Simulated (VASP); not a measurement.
Crystal: Pd.

```xyz
1
Lattice="0.0000 1.9587 1.9587 1.9587 0.0000 1.9587 1.9587 1.9587 0.0000" Properties=species:S:1:pos:R:3 pbc="T T T"
Pd    0.0000    0.0000    0.0000
```

| Property | Result |
| --- | --- |
| Program | VASP 6.6.1 |
| Task | relaxation of cell and atoms |
| Functional | LDA |
| Potentials or basis | VASP PAW LDA potentials, release 64 (Pd) |
| Cutoff | 600 eV |
| k mesh | 8 × 8 × 8 |
| Occupations | gaussian, width 0.1 eV |
| Spin | no spin polarisation |

At the start: pressure -10.6 GPa; volume 15.03 Å³/atom.

How do energy, volume and symmetry change on relaxing?

Over 3 steps the energy falls by 28.1 meV/atom and the volume is 14.25 Å³/atom (-5.2 %); space group Fm-3m (No. 225, to 0.05 Å).

The path:
| step | energy change (eV) | largest force (eV/Å) | pressure (GPa) | volume (Å³) |
| --- | --- | --- | --- | --- |
| 1 | 0.0000 | 0.0000 | -10.60 | 15.03 |
| 2 | 0.0667 | 0.0000 | 26.62 | 12.97 |
| 3 | -0.0281 | 0.0000 | -0.33 | 14.25 |

Final structure:
```
CELL_PARAMETERS angstrom
0.00000 1.92415 1.92415
1.92415 0.00000 1.92415
1.92415 1.92415 0.00000
ATOMIC_POSITIONS crystal
Pd 0.00000 0.00000 0.00000
```
